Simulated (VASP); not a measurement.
## Ta: single point with r2SCAN

Crystal: Ta.

```xyz
2
Lattice="2.9004 0.0000 0.0000 -1.4502 2.5118 0.0000 0.0000 0.0000 5.1663" Properties=species:S:1:pos:R:3 pbc="T T T"
Ta    1.4502    0.8373    3.8747
Ta    0.0000    1.6745    1.2916
```

| Property | Result |
| --- | --- |
| Program | VASP 6.6.1 |
| Task | single point |
| Functional | r2SCAN |
| Potentials or basis | VASP PAW PBE potentials, release 64 (Ta_pv) |
| Cutoff | 520 eV |
| k mesh | 11 × 11 × 6 |
| Occupations | fermi-dirac, width 0.1 eV |
| Spin | no spin polarisation |
| Dipole correction | no |
| Further INCAR settings | ALGO = Normal; EDIFF = 1e-06; NBANDS = 18 |

```
Pressure               : -2.8 GPa
Band gap on the k mesh : zero (band 11 reaches 6.74 eV, above the bottom of band 12 at 4.66 eV)
```

Stress tensor (GPa, compression positive):
```
-2.70  0.00  0.00
 0.00 -2.70  0.00
 0.00  0.00 -2.89
```

Levels at points of the mesh, in eV from the Fermi level:
```tsv
k point	band 7	band 8	band 9	band 10	band 11	band 12	band 13	band 14	band 15	band 16
(0.00, 0.00, 0.00)	-8.61	-5.14	-0.58	-0.36	0.70	0.70	1.29	1.29	3.26	3.26
(0.00, 0.00, 0.50)	-6.70	-6.70	-1.29	-1.29	0.76	0.76	0.76	0.76	4.73	4.73
```

Wall time 3.1 min on 1 thread of AMD EPYC 7R43 64-Core Processor (Zen 3), on a shared host, peak memory 0.15 GiB.

Caveat: the PAW data sets were made with another functional, which shifts forces and pressure a little; spin-orbit coupling is left out, which moves the levels of the heavy elements.
